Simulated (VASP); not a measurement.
Mo11P9:

```
Mo P
1.0
     6.09504   -0.08539    0.17926
    -0.08539    6.72164    0.17039
     0.17926    0.17039    6.74637
Mo P
11 9
Cartesian
  4.0095 5.7151 1.5721
  4.2938 3.0747 6.3270
  1.8786 4.0099 1.3363
  3.2045 1.5726 2.0447
  0.3298 1.9920 2.4387
  0.7880 6.5973 1.0694
  2.0842 6.0762 3.4964
  3.2896 0.6926 5.9325
  0.5136 1.7821 5.1691
  3.8034 4.1700 3.7667
  5.0230 6.4747 3.9853
  1.6619 2.0753 0.1432
  1.9600 2.8372 3.8687
  0.9161 6.0986 5.5557
  5.0791 0.8736 0.5365
  0.2245 4.8756 2.6885
  4.8206 3.3294 1.6465
  0.5807 4.0230 6.0734
  3.5238 5.2818 5.9353
  4.4573 1.9176 4.2324
```

Base run:

```yaml
Program: VASP 6.6.1
Functional: PBE
Potentials_or_basis: VASP PAW PBE potentials, release 64 (Mo_sv, P)
Cutoff: 400 eV
k_mesh: 1 × 1 × 1, shifted
Occupations: fermi-dirac, width 0.0991 eV
Spin: no spin polarisation
```

Its results: band gap on the k mesh zero (an odd number of electrons rules out a gap without spin polarisation); pressure 24.1 GPa; largest force 2.620 eV/Å.

Problem. The run is repeated on the same cell with these changes: cutoff from 400 eV to 520 eV; further incar settings from LREAL = Auto; ALGO = Normal; EDIFF = 1e-06; NBANDS = 116; ISYM = -1 to LREAL = Auto; ALGO = Normal; EDIFF = 1e-06; NBANDS = 116; ISYM = 0. What comes out?

Solution. Band gap on the k mesh zero (an odd number of electrons rules out a gap without spin polarisation); pressure 24.6 GPa; largest force 2.620 eV/Å.

Caveats: some runs use coarse meshes; the atoms stand as in a frame of molecular dynamics.
